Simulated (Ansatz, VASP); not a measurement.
**AlN: VASP beside Ansatz**

The input INCAR:

```
PREC     = Accurate       # precision mode
ENCUT    = 520            # plane-wave cutoff, eV
EDIFF    = 1E-6           # SCF threshold, eV
ISMEAR   = 0              # smearing method
SIGMA    = 0.05           # smearing width, eV
LREAL    = F              # projectors in reciprocal space
LASPH    = T              # aspherical terms in the spheres
NELM     = 100            # most SCF steps
ALGO     = Normal         # electronic algorithm
ISIF     = 2              # what is computed and relaxed
LWAVE    = F              # write WAVECAR
LCHARG   = F              # write CHGCAR
GGA      = PS             # functional
NBANDS   = 16             # bands
```

KPOINTS

```
Automatic mesh
0
Gamma
  9 9 6
```

Contents of POSCAR:

```
AlN
1.0
    3.2620000000      0.0000000000      0.0000000000
   -1.6310000000      2.8249748671      0.0000000000
    0.0000000000      0.0000000000      3.9342000000
Al N
2 2
Direct
    0.3333333333      0.6666666667      0.7500000000
    0.6666666667      0.3333333333      0.2500000000
    0.3333333333      0.6666666667      0.2500000000
    0.6666666667      0.3333333333      0.7500000000
```

Input for Ansatz:

```yaml
crystal:
  lattice:
    - [3.262, 0.0, 0.0]
    - [-1.631, 2.8249748671, 0.0]
    - [0.0, 0.0, 3.9342]
  atoms:
    - { symbol: Al, position: [0.3333333333, 0.6666666667, 0.75] }
    - { symbol: Al, position: [0.6666666667, 0.3333333333, 0.25] }
    - { symbol: "N", position: [0.3333333333, 0.6666666667, 0.25] }
    - { symbol: "N", position: [0.6666666667, 0.3333333333, 0.75] }
basis:
  ecutwfc: 520.0
kpoints:
  mp_grid: { grid: [9, 9, 6] }
hamiltonian:
  xc: pbesol
scf:
  occupations: { method: gaussian, width: 0.05 }
output:
  forces: true
  stress: true
  eigenvalues: true
```

Alike in both runs: task single point; functional PBEsol; k mesh 9 × 9 × 6; occupations gaussian, width 0.05 eV; no spin polarisation.

|  | VASP | Ansatz |
| --- | --- | --- |
| version | VASP 6.6.1 | Ansatz 0.2.0 |
| potentials or method | VASP PAW PBE potentials, release 64 (Al, N), cutoff 520 eV | scalar-relativistic, plane waves, PAW |
| valence electrons in the cell | 16 | 16 |

Ansatz gave:

```
gap on the k mesh at the Fermi level (eV)                     : 3.93
least direct gap on the mesh (eV)                             : 3.93
pressure (GPa)                                                : 18.4
traceless stress, the component that is largest in VASP (GPa) : 6.68
```

Problem. What did VASP give for the same quantities?

Solution. gap on the k mesh at the Fermi level (eV): 3.95; least direct gap on the mesh (eV): 3.95; pressure (GPa): 18.4; traceless stress, the component that is largest in VASP (GPa): 6.70.

VASP's potentials were made for PBE, not for PBEsol.
